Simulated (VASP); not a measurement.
Input of a VASP 6.6.1 run:

The input INCAR:

```
  PREC = Accurate
  ENCUT = 520
  EDIFF = 1E-6
  ISMEAR = -1
  SIGMA = 0.156
  LREAL = Auto
  LASPH = True
  NELM = 60
  ALGO = Normal
  ISIF = 2
  LWAVE = False
  LCHARG = False
  GGA = PE
  ISYM = 0
  NBANDS = 82
```

Contents of KPOINTS:

```
Automatic mesh
0
Gamma
  1 1 1
  0.25 0.25 0.25
```

POSCAR

```
TiSi5
1.0
    7.3792880000     -0.0073480000     -0.0270630000
   -0.0073480000      7.1740870000     -0.0200730000
   -0.0270630000     -0.0200730000      7.3139990000
Si Ti
20 4
Direct
    0.8878779635      0.7458516040      0.0026487727
    0.5856638450      0.4826368260      0.2952284776
    0.1026808609      0.7347463194      0.4605449652
    0.9812177306      0.1763759015      0.0572447561
    0.9909782452      1.0336074571      0.3214324266
    0.4196981140      0.7708416705      0.5554857739
    0.5237930441      0.6956409812      0.9399237015
    0.2439933655      0.4329730014      0.0613320100
    0.5283823373      0.4089289549      0.6817289751
    0.5935573161      0.0688494738      0.4278710535
    0.1719348941      1.0299955423      0.5920516498
    0.2225039700      0.3166073699      0.7668937177
    0.2621652477     -0.2793531084      0.2065016037
    0.8992681401      0.4841897918      0.3320314968
    0.4473768271      0.2261458151      0.1644212399
   -0.1263068892     -0.0658492045     -0.2462421767
    0.8034788338      0.6141938326      0.7065225550
    0.7562992425     -0.1654704134      0.2565421787
    0.2302646063      0.9573563061     -0.0236414219
    0.5124057490      1.0629418388     -0.1393379096
    0.2898120241      0.4706824032      0.4231540353
    0.7409130483      0.4006697947     -0.0000131290
    0.1279972356      0.6790454883      0.7892635027
    0.8991677864      0.2647810118      0.6205315488
```

Potentials or basis: VASP PAW PBE potentials, release 64 (Si, Ti_sv).

Run with:

```console
$ cat potpaw_PBE.64/Si/POTCAR potpaw_PBE.64/Ti_sv/POTCAR > POTCAR
$ mpirun -np 1 vasp_std > vasp.out
```

(1) Estimate the band gap on the k mesh.

(2) Predict the pressure.

## Answers

(1) 0.15 eV.

(2) 3.4 GPa.

Caveat: the k points lie up to 0.88 Å⁻¹ apart.
